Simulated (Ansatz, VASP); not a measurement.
One calculation of C, two programs

The input INCAR:

```
PREC = Accurate
ENCUT = 520
EDIFF = 1E-6
ISMEAR = 0
SIGMA = 0.1
LREAL = False
LASPH = True
NELM = 100
ALGO = Normal
ISIF = 2
LWAVE = False
LCHARG = True
LDIPOL = True
IDIPOL = 3
DIPOL = 0.5 0.5 0.500
GGA = PE
IVDW = 12
LELF = True
LVHAR = True
LVACPOTAV = True
NBANDS = 11
```

Contents of KPOINTS:

```
Automatic mesh
0
Gamma
  21 21 1
```

POSCAR

```
C
1.0
    2.2810000000      0.0000000000      0.0000000000
   -1.1405000000      1.9754039460      0.0000000000
    0.0000000000      0.0000000000     26.0024170307
C
2
Direct
    0.6666666667      0.3333333333      0.5164792373
    0.3333333333      0.6666666667      0.4835207627
```

Input for Ansatz:

```yaml
crystal:
  lattice:
    - [2.281, 0.0, 0.0]
    - [-1.1405, 1.975403946, 0.0]
    - [0.0, 0.0, 26.0024170307]
  atoms:
    - { symbol: C, position: [0.6666666667, 0.3333333333, 0.5164792373] }
    - { symbol: C, position: [0.3333333333, 0.6666666667, 0.4835207627] }
  periodic: [true, true, false]
basis:
  ecutwfc: 420
kpoints:
  mp_grid: { grid: [21, 21, 1] }
hamiltonian:
  xc: pbe
  pseudopotentials: { kind: paw, azcp: { folder: soft_1 } }
  dispersion: d3bj
scf:
  occupations: { method: gaussian, width: 0.1 }
output:
  forces: true
  stress: true
  eigenvalues: true
```

Alike in both runs: task single point; functional PBE; dispersion D3(BJ); k mesh 21 × 21 × 1; occupations gaussian, width 0.1 eV; no spin polarisation.

```csv
,VASP,Ansatz
version,VASP 6.6.1,Ansatz 0.2.0
potentials or method,"VASP PAW PBE potentials, release 64 (C), cutoff 520 eV","scalar-relativistic, plane waves, PAW"
valence electrons in the cell,8,8
```

VASP gave:

```
gap on the k mesh at the Fermi level (eV)  : none
rms of the force components (eV/Å)         : 4.308
work function, face that differs most (eV) : 5.87
```

What did Ansatz give for the same quantities?

gap on the k mesh at the Fermi level (eV): none; rms of the force components (eV/Å): 4.322; work function, face that differs most (eV): 5.87.

Atom by atom the forces differ by 0.014 eV/Å (rms over components). A gap of «none» marks a metal or a gap that the smearing closes.
